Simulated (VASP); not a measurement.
Input of a VASP 6.6.1 run:

INCAR

```
  ALGO = Normal
  EDIFF = 1E-8
  ENCUT = 750
  GGA = PS
  GGA_COMPAT = False
  IBRION = 8
  ISIF = 2
  ISMEAR = 0
  LASPH = True
  LCHARG = False
  LREAL = False
  LWAVE = False
  NBANDS = 12
  NELM = 120
  NSW = 1
  PREC = Accurate
  SIGMA = 0.01
```

Contents of KPOINTS:

```
k-points
0
Gamma
  8 8 8
```

File POSCAR:

```
LiBr
1.0
    2.6089206571      2.6089206571      0.0000000000
   -2.6089206571      2.6089206571      0.0000000000
    0.0000000000      2.6089206571      2.6089206571
Li Br
1 1
Direct
    0.0000000000      0.0000000000      0.0000000000
    0.5000000000      0.5000000000      0.0000000000
```

Potentials or basis: VASP PAW PBE potentials, release 64 (Li_sv, Br).

The run is started by

```sh
$ cat potpaw_PBE.64/Li_sv/POTCAR potpaw_PBE.64/Br/POTCAR > POTCAR
$ mpirun -np 1 vasp_std > vasp.out
```

Question: Predict the highest phonon frequency at Γ, LO-TO splitting left out.

Answer: 243 cm⁻¹.

Phonon frequencies in cm⁻¹ (negative: imaginary):
```tsv
q point	frequencies
(0.000, 0.000, 0.000)	0 0 0 243 243 243
```

Caveat: the cell stands under pressure or tension, which shifts response properties.
